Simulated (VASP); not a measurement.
A run of VASP 6.6.1 is set up as follows.

POSCAR

```
NaF
1.0
    2.8416262610      0.0481410616      0.0481410616
    0.0481410616      2.8416262610      0.0481410616
    0.0481410616      0.0481410616      2.8416262610
Na F
1 1
Direct
    0.0000000000      0.0000000000      0.0000000000
    0.5000000000      0.5000000000      0.5000000000
```

Contents of INCAR.step1:

```
SYSTEM = NaF
ALGO = Normal
EDIFF = 1E-4
ENCUT = 520
GGA = PE
ISMEAR = 0
LASPH = .True.
LCHARG = .False.
LREAL = .False.
LWAVE = .True.
NBANDS = 14
NELM = 80
PREC = Accurate
SIGMA = 0.01
```

The input INCAR.step2:

```
SYSTEM = NaF
ALGO = Normal
EDIFF = 1E-6
ENCUT = 520
ISIF = 2
ISMEAR = 0
ISTART = 1
LASPH = .True.
LCHARG = .False.
LMIXTAU = .True.
LREAL = .False.
LWAVE = .False.
METAGGA = R2SCAN
NBANDS = 14
NELM = 80
PREC = Accurate
SIGMA = 0.01
```

KPOINTS

```
k-points
0
Gamma
  10 10 10
  0 0 0
```

Potentials or basis: VASP PAW PBE potentials, release 64 (Na_pv, F).

The run is started by

```sh
$ cat potpaw_PBE.64/Na_pv/POTCAR potpaw_PBE.64/F/POTCAR > POTCAR
$ cp INCAR.step1 INCAR
$ mpirun -np 1 vasp_std > vasp.out
$ cp INCAR.step2 INCAR
$ mpirun -np 1 vasp_std > vasp.out
```

(1) What does it give for the band gap on the k mesh?

(2) What does it give for the pressure?

Answers

(1) 6.78 eV (least direct gap 7.04 eV).

(2) -3.2 GPa.

Caveat: the cell differs from its parent crystal (strain along [111] +5.2%); the cell stands under tension; the structure was generated, so it needn't be the stable form of NaF; the PAW data sets were made with another functional, which shifts forces and pressure a little.
